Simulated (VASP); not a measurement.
# AlAs (F-43m) in VASP: a series of runs, part 3 of 3

VASP 6.6.1. The steps go on from the part before.

## 5. Vibrations by perturbation theory, PBEsol (23.30 Å³/atom)

This run uses another cell than the first one, of 23.30 Å³/atom.

Contents of INCAR:

```
SYSTEM = AlAs
ALGO = Normal
EDIFF = 1E-8
ENCUT = 500
GGA = PS
GGA_COMPAT = .FALSE.
IBRION = 8
ISIF = 2
ISMEAR = 0
LASPH = .TRUE.
LCHARG = .FALSE.
LEPSILON = .TRUE.
LREAL = .FALSE.
LWAVE = .FALSE.
NBANDS = 11
NELM = 120
NSW = 1
PREC = Accurate
SIGMA = 0.01
```

Contents of KPOINTS:

```
k-points
0
G
  8 8 8
  0 0 0
```

Contents of POSCAR:

```
AlAs
1.0
    0.0000000000      2.8560888448      2.8560888448
    2.8560888448      0.0000000000      2.8560888448
    2.8560888448      2.8560888448      0.0000000000
Al As
1 1
Direct
    0.0000000000      0.0000000000      0.0000000000
    0.7500000000      0.7500000000      0.7500000000
```

Potentials or basis: VASP PAW PBE potentials, release 64 (Al, As).

Command:

```
> cat potpaw_PBE.64/Al/POTCAR potpaw_PBE.64/As/POTCAR > POTCAR
> mpirun -np 1 vasp_std > vasp.out
```

OUTCAR:

```text
SYSTEM = AlAs
   EDIFF = 1E-8
   ENCUT = 500
   GGA = PS
   IBRION = 8
   ISIF = 2
   ISMEAR = 0
   LASPH = .TRUE.
   LEPSILON = .TRUE.
   LREAL = .FALSE.
   NELM = 120
   NSW = 1
   PREC = Accurate

 ion  position               nearest neighbor table
   1  0.000  0.000  0.000-   2 2.47   2 2.47   2 2.47   2 2.47
   2  0.750  0.750  0.750-   1 2.47   1 2.47   1 2.47   1 2.47

  LATTYP: Found a face centered cubic cell.
 ALAT       =     5.7121776896

  Lattice vectors:

 A1 = (   0.0000000000,   2.8560888448,   2.8560888448)
 A2 = (   2.8560888448,   0.0000000000,   2.8560888448)
 A3 = (   2.8560888448,   2.8560888448,   0.0000000000)

Analysis of symmetry for initial positions (statically):
[... 639 lines left out ...]
  z     0.00000     0.00000    -0.00000     7.09862     0.00000     0.00000

 SECOND DERIVATIVES (NOT SYMMETRIZED)
 ------------------------------------
               1X          1Y          1Z          2X          2Y          2Z
  1X    -8.778546    0.000000    0.000000    8.778546    0.000000    0.000000
  1Y     0.000000   -8.778546    0.000000    0.000000    8.778546    0.000000
  1Z     0.000000    0.000000   -8.778546    0.000000    0.000000    8.778546
  2X     8.774670    0.000000    0.000000   -8.774670    0.000000    0.000000
  2Y     0.000000    8.774670    0.000000    0.000000   -8.774670    0.000000
  2Z     0.000000    0.000000    8.774670    0.000000    0.000000   -8.774670

 Eigenvectors and eigenvalues of the dynamical matrix
 ----------------------------------------------------

   1 f  =   10.399116 THz    65.339571 2PiTHz  346.877164 cm-1    43.007268 meV
             X         Y         Z           dx          dy          dz
      0.000000  0.000000  0.000000    -0.857505    0.000000    0.000000
      4.284133  4.284133  4.284133     0.514476    0.000000    0.000000
[... 21 lines left out ...]
   6 f/i=    0.001013 THz     0.006364 2PiTHz    0.033785 cm-1     0.004189 meV
             X         Y         Z           dx          dy          dz
      0.000000  0.000000  0.000000     0.000000   -0.514476    0.000000
      4.284133  4.284133  4.284133     0.000000   -0.857505    0.000000

--------------------------------------------------------------------------------------------------------

 MACROSCOPIC STATIC DIELECTRIC TENSOR IONIC CONTRIBUTION
 ------------------------------------------------------
           2.110129     0.000000    -0.000000
           0.000000     2.110129    -0.000000
          -0.000000    -0.000000     2.110129
 ------------------------------------------------------

 ELASTIC MODULI CONTR FROM IONIC RELAXATION (kBar)
 Direction    XX          YY          ZZ          XY          YZ          ZX
 --------------------------------------------------------------------------------
 XX          -0.0000      0.0000      0.0000     -0.0000      0.0000     -0.0000
 YY           0.0000     -0.0000      0.0000     -0.0000     -0.0000      0.0000
 ZZ           0.0000      0.0000     -0.0000      0.0000     -0.0000     -0.0000
 XY          -0.0000     -0.0000      0.0000   -195.1406      0.0000      0.0000
 YZ           0.0000     -0.0000     -0.0000      0.0000   -195.1406     -0.0000
 ZX          -0.0000      0.0000     -0.0000      0.0000     -0.0000   -195.1406
 --------------------------------------------------------------------------------

 PIEZOELECTRIC TENSOR IONIC CONTR  for field in x, y, z        (C/m^2)
          XX          YY          ZZ          XY          YZ          ZX
  --------------------------------------------------------------------------------
  x     0.00000    -0.00000    -0.00000     0.00000    -0.60381    -0.00000
  y    -0.00000     0.00000    -0.00000     0.00000    -0.00000    -0.60381
  z    -0.00000    -0.00000     0.00000    -0.60381     0.00000     0.00000
```

Wall time 2.7 min (1 thread of Intel Xeon 6975P-C (Granite Rapids), shared host); peak memory 0.27 GiB.

Results:

* Electronic dielectric tensor (diagonal): 10.26
* Born charges (mean of the diagonal): Al +2.18; As -2.18 e
* Highest phonon frequency at Γ, LO-TO splitting left out: 347 cm⁻¹

Phonon frequencies in cm⁻¹ (negative: imaginary):
```csv
q point,frequencies
"(0.000, 0.000, 0.000)",0 0 0 347 347 347
```

Electronic dielectric tensor:
```
10.26  0.00  0.00
 0.00 10.26  0.00
 0.00  0.00 10.26
```

Born effective charge tensors (e):
atom 1, Al
```
2.18 0.00 0.00
0.00 2.18 0.00
0.00 0.00 2.18
```
atom 2, As
```
-2.18  0.00  0.00
 0.00 -2.18  0.00
 0.00  0.00 -2.18
```

Caveat: the cell stands under pressure or tension, which shifts response properties; the PAW data sets were made with another functional, which shifts forces and pressure a little.

## 6. Vibrations by perturbation theory, PBEsol

This run uses another cell than the first one, of 17.35 Å³/atom.

Contents of INCAR:

```
SYSTEM = AlAs
  PREC = Accurate
  ENCUT = 500
  EDIFF = 1E-8
  ISMEAR = 0
  SIGMA = 0.01
  LREAL = .False.
  LASPH = .True.
  NELM = 120
  ALGO = Normal
  ISIF = 2
  LWAVE = .False.
  LCHARG = .True.
  GGA = PS
  NBANDS = 11
  IBRION = 8
  NSW = 1
  LEPSILON = .True.
  GGA_COMPAT = .False.
```

Contents of KPOINTS:

```
Automatic mesh
0
Gamma
  10 10 10
  0 0 0
```

Contents of POSCAR:

```
AlAs
1.0
    0.0000000000      2.5889808312      2.5889808312
    2.5889808312      0.0000000000      2.5889808312
    2.5889808312      2.5889808312      0.0000000000
Al As
1 1
Direct
    0.0000000000      0.0000000000      0.0000000000
    0.7500000000      0.7500000000      0.7500000000
```

Potentials or basis: VASP PAW PBE potentials, release 64 (Al, As).

Command:

```
> cat potpaw_PBE.64/Al/POTCAR potpaw_PBE.64/As/POTCAR > POTCAR
> mpirun -np 1 vasp_std > vasp.out
```

OUTCAR:

```text
SYSTEM = AlAs
   PREC = Accurate
   ENCUT = 500
   EDIFF = 1E-8
   ISMEAR = 0
   LREAL = .False.
   LASPH = .True.
   NELM = 120
   ISIF = 2
   GGA = PS
   IBRION = 8
   NSW = 1
   LEPSILON = .True.

 ion  position               nearest neighbor table
   1  0.000  0.000  0.000-   2 2.24   2 2.24   2 2.24   2 2.24
   2  0.750  0.750  0.750-   1 2.24   1 2.24   1 2.24   1 2.24

  LATTYP: Found a face centered cubic cell.
[... 665 lines left out ...]
      3.883471  3.883471  3.883471    -0.514561    0.000000    0.000000
[... 21 lines left out ...]
   6 f/i=    0.000029 THz     0.000181 2PiTHz    0.000961 cm-1     0.000119 meV
             X         Y         Z           dx          dy          dz
      0.000000  0.000000  0.000000     0.032872    0.065496   -0.509316
      3.883471  3.883471  3.883471     0.054778    0.109141   -0.848713

--------------------------------------------------------------------------------------------------------

 MACROSCOPIC STATIC DIELECTRIC TENSOR IONIC CONTRIBUTION
 ------------------------------------------------------
           1.184158     0.000000    -0.000000
           0.000000     1.184158     0.000000
          -0.000000     0.000000     1.184158
 ------------------------------------------------------

 ELASTIC MODULI CONTR FROM IONIC RELAXATION (kBar)
 Direction    XX          YY          ZZ          XY          YZ          ZX
 --------------------------------------------------------------------------------
 XX          -0.0000      0.0000      0.0000      0.0000     -0.0000      0.0000
 YY           0.0000     -0.0000      0.0000      0.0000      0.0000      0.0000
 ZZ           0.0000      0.0000     -0.0000     -0.0000     -0.0000     -0.0000
 XY           0.0000      0.0000     -0.0000  -1278.6547      0.0000      0.0000
 YZ          -0.0000      0.0000     -0.0000      0.0000  -1278.6547      0.0000
 ZX           0.0000      0.0000     -0.0000      0.0000      0.0000  -1278.6547
 --------------------------------------------------------------------------------

 PIEZOELECTRIC TENSOR IONIC CONTR  for field in x, y, z        (C/m^2)
          XX          YY          ZZ          XY          YZ          ZX
  --------------------------------------------------------------------------------
  x    -0.00000     0.00000    -0.00000     0.00000    -1.15785     0.00000
  y     0.00000     0.00000    -0.00000     0.00000     0.00000    -1.15785
  z     0.00000     0.00000    -0.00000    -1.15785     0.00000    -0.00000
```

stdout:

```text
POSCAR found type information on POSCAR AlAs
 POSCAR found :  2 types and       2 ions
 scaLAPACK will be used
 -----------------------------------------------------------------------------
|                                                                             |
|                                                                             |
|     You enforced a specific xc type in the INCAR file but a different       |
[... 39 lines left out ...]
 force on displaced ion       1 direction 1 : -17.071   0.000   0.000
 Born effective charge ion    1 direction 1 :   1.957   0.000   0.000
 Linear response progress:
 first order change of Fermi-energy   0.21369E-03
 force on displaced ion       2 direction 1 : -17.071   0.000   0.000
 Born effective charge ion    2 direction 1 :  -1.979   0.000   0.000
 Born effective charges drift removed
 Linear response finished
```

It took 3.3 min on 1 thread of Intel Xeon 6975P-C (Granite Rapids), shared host; peak memory 0.29 GiB.

What came out:

| Property | Result |
| --- | --- |
| Electronic dielectric tensor (diagonal) | 9.04 |
| Born charges (mean of the diagonal) | Al +1.97; As -1.97 e |
| Highest phonon frequency at Γ, LO-TO splitting left out | 484 cm⁻¹ |

Phonon frequencies in cm⁻¹ (negative: imaginary):
```tsv
q point	frequencies
(0.000, 0.000, 0.000)	0 0 0 484 484 484
```

Electronic dielectric tensor:
```
9.04 0.00 0.00
0.00 9.04 0.00
0.00 0.00 9.04
```

Born effective charge tensors (e):
atom 1, Al
```
1.97 0.00 0.00
0.00 1.97 0.00
0.00 0.00 1.97
```
atom 2, As
```
-1.97  0.00  0.00
 0.00 -1.97  0.00
 0.00  0.00 -1.97
```

Caveat: the cell stands under pressure or tension, which shifts response properties; the PAW data sets were made with another functional, which shifts forces and pressure a little.
